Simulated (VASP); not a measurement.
# TiSi16 (a cell with a defect) in VASP: notebook

TiSi16 (a cell with a defect) is run at these levels: PBEsol; tasks: single point.

Everything below comes from runs of VASP 6.6.1. Logs are shortened: lines on timing, memory, paths and dates and some standing lists are left out, and cuts for length are marked.

## (1) The cell of the first run

The cell holds a defect, 17 atoms: a = 7.679 Å, b = 7.679 Å, c = 7.679 Å, α = 60.00°, β = 60.00°, γ = 60.00°.

## (2) Single point, PBEsol

INCAR reads:

```
PREC = Accurate
ENCUT = 520
EDIFF = 1E-6
ISMEAR = -1
SIGMA = 0.02
LREAL = Auto
LASPH = T
NELM = 80
ALGO = Normal
ISIF = 2
LWAVE = F
LCHARG = F
GGA = PS
NBANDS = 52
```

KPOINTS reads:

```
Automatic mesh
0
Gamma
  2 2 2
```

POSCAR reads:

```
TiSi16
1.0
    0.0000000000      5.4300000000      5.4300000000
    5.4300000000      0.0000000000      5.4300000000
    5.4300000000      5.4300000000      0.0000000000
Si Ti
16 1
Direct
   -0.0070165746      0.0329834254     -0.1034806630
    0.0785635359      0.0835911602      0.1188397790
    0.0374033149      0.0222283610      0.4602762431
    0.1482780847      0.1796224678      0.5450000000
    0.0003222836      0.4766022099     -0.0181860037
    0.1378268877      0.6570902394      0.0545303867
    0.0145211786      0.5766022099      0.4143554328
    0.1513904236      0.6315930018      0.5884069982
    0.4598250460     -0.0589594843      0.0096593002
    0.6257826888      0.0751012891      0.1184162063
    0.5291620626      0.0293462247      0.4877071823
    0.6617311234      0.1863904236      0.6749539595
    0.5272191529      0.4470534070     -0.0325230203
    0.6187384899      0.5888305709      0.0991804788
    0.5164548803      0.5344843462      0.4406353591
    0.6581860037      0.6108379374      0.5891620626
    0.7406629834      0.7672375691      0.7176979742
```

Potentials or basis: VASP PAW PBE potentials, release 64 (Si, Ti_sv).

On the command line:

```bash
> cat potpaw_PBE.64/Si/POTCAR potpaw_PBE.64/Ti_sv/POTCAR > POTCAR
> mpirun -np 1 vasp_std > vasp.out
```

OUTCAR:

```text
PREC = Accurate
   ENCUT = 520
   EDIFF = 1E-6
   ISMEAR = -1
   LREAL = Auto
   LASPH = T
   NELM = 80
   ISIF = 2
   GGA = PS

 ion  position               nearest neighbor table
   1  0.993  0.033  0.897-   4 2.25   2 2.35   6 2.38  10 2.41
   2  0.079  0.084  0.119-   3 2.30   1 2.35   9 2.39   5 2.49
   3  0.037  0.022  0.460-   4 2.23   2 2.30   8 2.45  12 2.51  17 3.00
   4  0.148  0.180  0.545-   3 2.23   1 2.25  11 2.43   7 2.49
   5  0.000  0.477  0.982-  14 2.40   8 2.48   6 2.48   2 2.49  17 2.85
   6  0.138  0.657  0.055-   7 2.27   1 2.38   5 2.48  13 2.50
   7  0.015  0.577  0.414-   6 2.27  16 2.31   8 2.34   4 2.49  17 2.72
   8  0.151  0.632  0.588-  15 2.30   7 2.34   3 2.45   5 2.48  17 2.58
   9  0.460  0.941  0.010-  14 2.23   2 2.39  10 2.57  12 2.58  17 2.60
  10  0.626  0.075  0.118-  13 2.34   1 2.41  11 2.42   9 2.57  12 2.96
  11  0.529  0.029  0.488-  17 2.42  10 2.42   4 2.43  16 2.65  12 3.00
  12  0.662  0.186  0.675-  15 2.42   3 2.51   9 2.58  17 2.83  10 2.96  16 2.97  11 3.00
  13  0.527  0.447  0.967-  14 2.30  10 2.34  16 2.39   6 2.50  17 2.93
  14  0.619  0.589  0.099-  15 2.20   9 2.23  13 2.30   5 2.40  17 2.42
  15  0.516  0.534  0.441-  14 2.20   8 2.30  16 2.32  12 2.42
  16  0.658  0.611  0.589-   7 2.31  15 2.32  17 2.32  13 2.39  11 2.65  12 2.97
  17  0.741  0.767  0.718-  16 2.32  11 2.42  14 2.42   8 2.58   9 2.60   7 2.72  12 2.83   5 2.85
                            13 2.93   3 3.00

  LATTYP: Found a face centered cubic cell.
 ALAT       =    10.8600000000

  Lattice vectors:

 A1 = (   0.0000000000,   5.4300000000,   5.4300000000)
 A2 = (   5.4300000000,   0.0000000000,   5.4300000000)
 A3 = (   5.4300000000,   5.4300000000,   0.0000000000)

Analysis of symmetry for initial positions (statically):
=====================================================================
 Subroutine PRICEL returns:
 Original cell was already a primitive cell.

 Routine SETGRP: Setting up the symmetry group for a
 face centered cubic supercell.

 Subroutine GETGRP returns: Found  1 space group operations
 (whereof  1 operations were pure point group operations)
 out of a pool of 48 trial point group operations.

The static configuration has the point symmetry C_1 .

Analysis of symmetry for dynamics (positions and initial velocities):
=====================================================================
 Subroutine PRICEL returns:
 Original cell was already a primitive cell.

 Routine SETGRP: Setting up the symmetry group for a
 face centered cubic supercell.

 Subroutine GETGRP returns: Found  1 space group operations
 (whereof  1 operations were pure point group operations)
 out of a pool of 48 trial point group operations.

The dynamic configuration has the point symmetry C_1 .

 Subroutine INISYM returns: Found  1 space group operations
 (whereof  1 operations are pure point group operations),
 and found     1 'primitive' translations

----------------------------------------------------------------------------------------

                                     Primitive cell

  volume of cell :     320.2060

  direct lattice vectors                    reciprocal lattice vectors
     0.000000000  5.430000000  5.430000000    -0.092081031  0.092081031  0.092081031
     5.430000000  0.000000000  5.430000000     0.092081031 -0.092081031  0.092081031
     5.430000000  5.430000000  0.000000000     0.092081031  0.092081031 -0.092081031

  length of vectors
     7.679179644  7.679179644  7.679179644     0.159489025  0.159489025  0.159489025

  position of ions in fractional coordinates (direct lattice)
     0.992983425  0.032983425  0.896519337
     0.078563536  0.083591160  0.118839779
     0.037403315  0.022228361  0.460276243
     0.148278085  0.179622468  0.545000000
     0.000322284  0.476602210  0.981813996
     0.137826888  0.657090239  0.054530387
[... 9 lines left out ...]
     0.658186004  0.610837937  0.589162063
     0.740662983  0.767237569  0.717697974

  ion indices of the primitive-cell ions
   primitive index   ion index
                 1           1
                 2           2
                 3           3
                 4           4
                 5           5
                 6           6
[... 9 lines left out ...]
                16          16
                17          17

----------------------------------------------------------------------------------------

 KPOINTS: Automatic mesh

Automatic generation of k-mesh.
 Grid dimensions read from file:
 generate k-points for:    2    2    2

 Generating k-lattice:

  Cartesian coordinates                     Fractional coordinates (reciprocal lattice)
    -0.046040516  0.046040516  0.046040516     0.500000000  0.000000000  0.000000000
     0.046040516 -0.046040516  0.046040516     0.000000000  0.500000000  0.000000000
     0.046040516  0.046040516 -0.046040516     0.000000000  0.000000000  0.500000000

  Length of vectors
     0.079744512  0.079744512  0.079744512

  Shift w.r.t. Gamma in fractional coordinates (k-lattice)
     0.000000000  0.000000000  0.000000000

 Subroutine IBZKPT returns following result:
 ===========================================

 Found      8 irreducible k-points:

 Following reciprocal coordinates:
            Coordinates               Weight
  0.000000  0.000000  0.000000      1.000000
  0.500000  0.000000  0.000000      1.000000
  0.000000  0.500000  0.000000      1.000000
  0.000000  0.000000  0.500000      1.000000
  0.500000  0.500000  0.500000      1.000000
  0.500000  0.500000  0.000000      1.000000
  0.000000  0.500000  0.500000      1.000000
  0.500000  0.000000  0.500000      1.000000
   k-points           NKPTS =      8   k-points in BZ     NKDIM =      8   number of bands    NBANDS=     52
   number of dos      NEDOS =    301   number of ions     NIONS =     17
   total plane-waves  NPLWV = 216000
   dimension x,y,z NGX =    60 NGY =   60 NGZ =   60
   dimension x,y,z NGXF=   120 NGYF=  120 NGZF=  120
   ions per type =              16   1
   NGX,Y,Z   is equivalent  to a cutoff of  12.99, 12.99, 12.99 a.u.
   NGXF,Y,Z  is equivalent  to a cutoff of  25.98, 25.98, 25.98 a.u.
 SYSTEM =  unknown system
   PREC   = accura    normal or accurate (medium, high low for compatibility)
   ISTART =      0    job   : 0-new  1-cont  2-samecut
   ICHARG =      2    charge: 1-file 2-atom 10-const
   ISPIN  =      1    spin polarized calculation?
   LNONCOLLINEAR =      F non collinear calculations
   LSORBIT =      F    spin-orbit coupling
   LASPH  =      T    aspherical Exc in radial PAW
   ENCUT  =  520.0 eV  38.22 Ry    6.18 a.u.  14.28 14.28 14.28*2*pi/ulx,y,z
   NELM   =     80;   NELMIN=  2; NELMDL= -5     # of ELM steps
   EDIFF  = 0.1E-05   stopping-criterion for ELM
   LREAL  =      T    real-space projection
   EDIFFG = 0.1E-04   stopping-criterion for IOM
   NSW    =      0    number of steps for IOM
   IBRION =     -1    ionic relax: 0-MD 1-quasi-New 2-CG
   NFREE  =      0    steps in history (QN), initial steepest desc. (CG)
   ISIF   =      2    stress and relaxation
   ISYM   =      2    0-nonsym 1-usesym 2-fastsym
   POTIM  = 0.5000    time-step for ionic-motion
   TEBEG  =    0.0;   TEEND  =   0.0 temperature during run
   PSTRESS=    0.0 pullay stress
   NELECT =      76.0000    total number of electrons
   NUPDOWN=      -1.0000    fix difference up-down
   EMIN   =  10.00;   EMAX   =-10.00  energy-range for DOS
   EFERMI =   0.00;   METHOD = LEGACY
   ISMEAR =    -1;   SIGMA  =   0.02  broadening in eV -4-tet -1-fermi 0-gaus
   EFERMI_NEDOS =   21; number of points for ismear=-14 and -15
   IALGO  =     38    algorithm
   IMIX   =      4    mixing-type and parameters
     AMIX     =   0.40;   BMIX     =  1.00
     AMIX_MAG =   1.60;   BMIX_MAG =  1.00
  volume/ion in A,a.u.               =      18.84       127.11
  Fermi-wavevector in a.u.,A,eV,Ry     =   1.013607  1.915439 13.978610  1.027399
  Thomas-Fermi vector in A             =   2.146786
   LORBIT       =      0    0 simple, 1 ext, 2 COOP (PROOUT), +10 PAW based schemes
   GGA     = PS    functional components
   LHFCALC =     F    Hartree Fock is set to
   AEXX    =    0.0000 exact exchange contribution
   IVDW    =     0    specifies the selected vdW correction
   LEPSILON=     F    determine dielectric tensor
   LRPA    =     F    only Hartree local field effects (RPA)
 non-spin polarized calculation
  energy-cutoff  :      520.00
  volume of cell :      320.21
 maximum number of plane-waves:      8646
 NGX is ok and might be reduce to    60
   NGX = 29   NGY = 29   NGZ = 29

 number of electron      75.9999998 magnetization

 Free energy of the ion-electron system (eV)
  ---------------------------------------------------
  ext. energy  EPLUGINS =         0.00000000
  ---------------------------------------------------
  free energy    TOTEN  =       -95.63328444 eV

  energy without entropy =      -95.62280319  energy(sigma->0) =      -95.62804381

 E-fermi :   6.7077     XC(G=0):  -9.9388

 val. band max:        6.7066973116   @ k =   0.5000   0.5000   0.5000
 cond. band min:       6.7304868965   @ k =   0.5000   0.0000   0.5000
 fundamental gap:      0.0237895850
 Fermi energy:         6.7077416391

 k-point     1 :       0.0000    0.0000    0.0000
  band No.  band energies     occupation
      1     -49.7585      2.00000
      2     -26.2885      2.00000
      3     -26.1975      2.00000
      4     -26.1695      2.00000
      5      -5.7955      2.00000
      6      -3.7748      2.00000
[... 42 lines left out ...]
     49       8.4173      0.00000
     50       8.5188      0.00000

 k-point     2 :       0.5000    0.0000    0.0000
  band No.  band energies     occupation
      1     -49.7585      2.00000
      2     -26.2885      2.00000
      3     -26.1976      2.00000
      4     -26.1695      2.00000
      5      -5.1184      2.00000
      6      -4.9162      2.00000
[... 310 lines left out ...]
 k-point     8 :       0.5000    0.0000    0.5000
  band No.  band energies     occupation
      1     -49.7585      2.00000
      2     -26.2885      2.00000
      3     -26.1975      2.00000
      4     -26.1695      2.00000
      5      -4.9378      2.00000
      6      -4.4840      2.00000
[... 42 lines left out ...]
     49       9.5244      0.00000
     50      10.0377      0.00000
 [bands above 50 left out]

------------------------ aborting loop because EDIFF is reached ----------------------------------------

  FORCE on cell =-STRESS in cart. coord.  units (eV):
  Direction    XX          YY          ZZ          XY          YZ          ZX
  --------------------------------------------------------------------------------------
  -------------------------------------------------------------------------------------
  Total        2.1336700      4.4628274     -4.6844340      6.2495584     -0.3115317     -3.1055080
  in kB       10.6759949     22.3301266    -23.4389539     31.2701836     -1.5587746    -15.5386666
  external PRESSURE =       3.1890559 kB  Pullay stress =       0.0000000 kB

 VOLUME and BASIS-vectors are now :
 -----------------------------------------------------------------------------
  energy-cutoff  :      520.00
  volume of cell :      320.21
      direct lattice vectors                 reciprocal lattice vectors
     0.000000000  5.430000000  5.430000000    -0.092081031  0.092081031  0.092081031
     5.430000000  0.000000000  5.430000000     0.092081031 -0.092081031  0.092081031
     5.430000000  5.430000000  0.000000000     0.092081031  0.092081031 -0.092081031

 POSITION                                       TOTAL-FORCE (eV/Angst)
 -----------------------------------------------------------------------------------
      5.04720     10.26000      5.57100         0.570341      0.858543     -1.544949
      1.09920      1.07190      0.88050         0.164368     -0.363663      1.522808
      2.62000      2.70240      0.32380        -0.096445     -0.784512     -2.161245
      3.93470      3.76450      1.78050         0.487887      0.402969      2.062641
      7.91920      5.33300      2.58970        -0.231909      0.402655      0.499167
      3.86410      1.04450      4.31640        -1.420870     -0.308665      0.058025
[... 9 lines left out ...]
      6.51600      6.77310      6.89080        -0.233544     -1.438799     -0.707868
      8.06320      7.91890      8.18790         0.356306      1.096368      1.544085
 -----------------------------------------------------------------------------------
    total drift:                                0.004552     -0.005203     -0.008551

  FREE ENERGIE OF THE ION-ELECTRON SYSTEM (eV)
  ---------------------------------------------------
  free  energy   TOTEN  =       -95.6332844362 eV

  energy  without entropy=      -95.6228031893  energy(sigma->0) =      -95.62804381
```

It took 8.4 min on 1 thread of Intel Xeon 8259CL, shared host; peak memory 0.5 GiB.

Results:

```
Free energy            : -95.6333 eV
Pressure               : 0.3 GPa
Largest force          : 2.461 eV/Å
Band gap on the k mesh : zero (bands 38 and 39 overlap by 0.29 eV)
```

Forces in eV/Å, atoms in the order of the input:
```
Si   0.570  0.859 -1.545
Si   0.164 -0.364  1.523
Si  -0.096 -0.785 -2.161
Si   0.488  0.403  2.063
Si  -0.232  0.403  0.499
Si  -1.421 -0.309  0.058
Si  -0.660  0.968 -0.504
Si   0.757 -0.128 -0.208
Si   1.528 -0.884  1.715
Si  -0.275 -0.175 -0.086
Si  -0.195 -0.642 -0.232
Si  -1.012 -0.055 -0.458
Si   0.589 -1.300 -0.478
Si  -0.866  1.045 -0.096
Si   0.538  1.306 -0.926
Si  -0.234 -1.439 -0.708
Ti   0.356  1.096  1.544
```

Levels at points of the mesh, in eV from the Fermi level:
| k point | band 36 | band 37 | band 38 | band 39 | band 40 | band 41 |
| --- | --- | --- | --- | --- | --- | --- |
| (0.00, 0.00, 0.00) | -0.73 | -0.61 | -0.41 | -0.26 | 0.10 | 0.37 |
| (0.50, 0.00, 0.00) | -1.00 | -0.57 | -0.13 | 0.07 | 0.36 | 0.64 |
| (0.00, 0.50, 0.00) | -0.75 | -0.39 | -0.13 | 0.18 | 0.40 | 0.64 |
| (0.00, 0.00, 0.50) | -0.97 | -0.39 | -0.28 | 0.22 | 0.41 | 0.50 |
| (0.50, 0.50, 0.50) | -0.75 | -0.49 | -0.24 | 0.00 | 0.51 | 0.57 |
| (0.50, 0.50, 0.00) | -1.07 | -0.64 | 0.02 | 0.41 | 0.66 | 0.87 |
| (0.00, 0.50, 0.50) | -1.25 | -0.22 | -0.08 | 0.54 | 0.70 | 0.95 |
| (0.50, 0.00, 0.50) | -1.00 | -0.72 | 0.02 | 0.67 | 0.73 | 0.95 |

Caveat: the k points lie up to 0.50 Å⁻¹ apart; the PAW data sets were made with another functional, which shifts forces and pressure a little.

## (3) Single point, PBEsol

INCAR reads:

```
SYSTEM = TiSi16
PREC     = Accurate       ! precision mode
ENCUT    = 520            ! plane-wave cutoff, eV
EDIFF    = 1E-6           ! SCF threshold, eV
ISMEAR   = -1             ! smearing method
SIGMA    = 0.02           ! smearing width, eV
LREAL    = Auto         
LASPH    = .TRUE.         ! aspherical terms in the spheres
NELM     = 80             ! most SCF steps
ALGO     = Normal         ! electronic algorithm
ISIF     = 2              ! what is computed and relaxed
LWAVE    = .FALSE.        ! write WAVECAR
LCHARG   = .FALSE.        ! write CHGCAR
GGA      = PS             ! functional
NBANDS   = 52             ! bands
```

KPOINTS reads:

```
regular mesh
0
G
  2 2 2
  0 0 0
```

POSCAR reads:

```
TiSi16
1.0
    0.0000000000      5.4300000000      5.4300000000
    5.4300000000      0.0000000000      5.4300000000
    5.4300000000      5.4300000000      0.0000000000
Si Ti
16 1
Direct
    0.0373756906      0.0657366483     -0.1094014733
    0.0541344383      0.1295672192      0.1201565378
    0.0359668508     -0.0213812155      0.4868324125
    0.2648526703      0.0800644567      0.5501933702
   -0.0382044199      0.4793093923     -0.0208931860
    0.0936740331      0.7070810313      0.0282228361
    0.0163996317      0.5089594843      0.4229189687
    0.1099815838      0.6137753223      0.5719705341
    0.4927348066      0.0410405157     -0.0371915285
    0.6603499079      0.1602209945      0.0207366483
    0.5993370166      0.1422651934      0.3907550645
    0.7870165746      0.2810865562      0.5756721915
    0.4694843462      0.5299631676     -0.0482688766
    0.4791712707      0.6852670350      0.1164825046
    0.4885635359      0.4909208103      0.5026335175
    0.5381307551      0.7126979742      0.5618692449
    0.6988858195      0.7825138122      0.7339686924
```

Potentials or basis: VASP PAW PBE potentials, release 64 (Si, Ti_sv).

On the command line:

```bash
> cat potpaw_PBE.64/Si/POTCAR potpaw_PBE.64/Ti_sv/POTCAR > POTCAR
> mpirun -np 1 vasp_std > vasp.out
```

Run time: 7.6 min. Hardware: 1 thread of Intel Xeon 8259CL, shared host; peak memory 0.5 GiB.

It converged, with:

```yaml
Free_energy: -92.7986 eV
Pressure: -0.5 GPa
Largest_force: 3.519 eV/Å
Band_gap_on_the_k_mesh: 0.05 eV
```

Forces on the atoms (eV/Å):
```
Si  -1.336 -1.542 -0.842
Si   1.285  3.215  0.634
Si  -0.325 -0.262  0.413
Si  -0.532 -0.535  0.325
Si   1.832 -1.862  1.953
Si  -1.130  1.010 -2.315
Si  -0.949 -1.898 -1.034
Si   1.036  1.690  0.179
Si  -1.051 -1.698 -1.507
Si   1.147  0.822  0.985
Si  -0.221  0.187 -0.095
Si   0.191  1.701  0.142
Si  -1.490 -1.215 -0.715
Si   1.933  2.477  0.519
Si  -1.153 -2.606 -1.247
Si   1.402  0.791  1.652
Ti  -0.639 -0.274  0.954
```

Stress tensor (GPa, compression positive):
```
 1.77  1.62  3.58
 1.62 -0.71  1.30
 3.58  1.30 -2.52
```

Levels at points of the mesh, in eV from the valence-band top:
| k point | band 36 | band 37 | band 38 | band 39 | band 40 | band 41 |
| --- | --- | --- | --- | --- | --- | --- |
| (0.00, 0.00, 0.00) | -0.71 | -0.26 | -0.23 | 0.08 | 0.17 | 0.43 |
| (0.50, 0.00, 0.00) | -0.91 | -0.71 | -0.20 | 0.15 | 0.40 | 0.47 |
| (0.00, 0.50, 0.00) | -0.73 | -0.65 | -0.04 | 0.28 | 0.45 | 0.61 |
| (0.00, 0.00, 0.50) | -0.69 | -0.25 | -0.11 | 0.05 | 0.33 | 0.54 |
| (0.50, 0.50, 0.50) | -0.51 | -0.33 | 0.00 | 0.18 | 0.34 | 0.52 |
| (0.50, 0.50, 0.00) | -0.62 | -0.50 | -0.25 | 0.50 | 0.64 | 0.75 |
| (0.00, 0.50, 0.50) | -0.57 | -0.29 | -0.02 | 0.32 | 0.51 | 0.83 |
| (0.50, 0.00, 0.50) | -0.84 | -0.31 | -0.14 | 0.54 | 0.57 | 0.90 |

Caveat: the k points lie up to 0.50 Å⁻¹ apart; the atoms stand as in a frame of molecular dynamics; the PAW data sets were made with another functional, which shifts forces and pressure a little.

(Continued in part 2 of 2.)
